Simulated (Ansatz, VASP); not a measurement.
## PbSe in VASP and in Ansatz

INCAR

```
SYSTEM = PbSe
ALGO = Normal
EDIFF = 1E-6
ENCUT = 520
GGA = PE
ISIF = 2
ISMEAR = -1
LASPH = .TRUE.
LCHARG = .FALSE.
LREAL = .FALSE.
LWAVE = .FALSE.
NBANDS = 17
NELM = 80
PREC = Accurate
SIGMA = 0.02
```

File KPOINTS:

```
k-points
0
G
  8 8 8
  0 0 0
```

File POSCAR:

```
PbSe
1.0
   -0.2046463759      3.0326224213      3.0326224213
    3.0326224213     -0.2046463759      3.0326224213
    3.0326224213      3.0326224213     -0.2046463759
Pb Se
1 1
Direct
    0.0000000000      0.0000000000      0.0000000000
    0.5000000000      0.5000000000      0.5000000000
```

Input for Ansatz:

```yaml
crystal:
  lattice:
    - [-0.2046463759, 3.0326224213, 3.0326224213]
    - [3.0326224213, -0.2046463759, 3.0326224213]
    - [3.0326224213, 3.0326224213, -0.2046463759]
  atoms:
    - { symbol: Pb, position: [0.0, 0.0, 0.0] }
    - { symbol: Se, position: [0.5, 0.5, 0.5] }
kpoints:
  mp_grid: { grid: [8, 8, 8] }
  band_path:
    path:
      - [0.0, 0.0, 0.0]
      - [0.5, 0.0, 0.5]
      - [0.625, 0.25, 0.625]
      - [0.375, 0.375, 0.75]
      - [0.5, 0.5, 0.5]
      - [0.5, 0.25, 0.75]
      - [0.0, 0.0, 0.5]
    npoints: 1
hamiltonian:
  xc: pbe
scf:
  occupations: { method: fermi_dirac, width: 0.02 }
  n_extra_bands: 4
output:
  forces: true
  stress: true
  eigenvalues: true
  write_density: true
  write_potential: true
  elf: true
  volumetric_format: npy
```

Change from the starting cell: epitaxial_111 strain +4.8%.

Alike in both runs: task single point; functional PBE; k mesh 8 × 8 × 8; occupations fermi-dirac, width 0.02 eV; no spin polarisation.

|  | VASP | Ansatz |
| --- | --- | --- |
| version | VASP 6.6.1 | Ansatz 0.2.0 |
| potentials or method | VASP PAW PBE potentials, release 64 (Pb_d, Se) | plane waves, PAW |
| plane-wave cutoff (eV) | 520 | 420 |
| valence electrons in the cell | 20 | 30 |

|  | VASP | Ansatz | Ansatz less VASP |
| --- | --- | --- | --- |
| pressure (GPa) | -1.2 | -1.1 | +0.02 |
| traceless stress, the component that is largest in VASP (GPa) | 0.97 | 0.97 | -0.001 |

With one functional, cell and mesh, what is left measures potentials, basis and numerics. VASP's potentials hold 20 valence electrons a cell and Ansatz's 30, so a difference there can come from the potentials and not from the codes.

Spin-orbit coupling is off throughout.
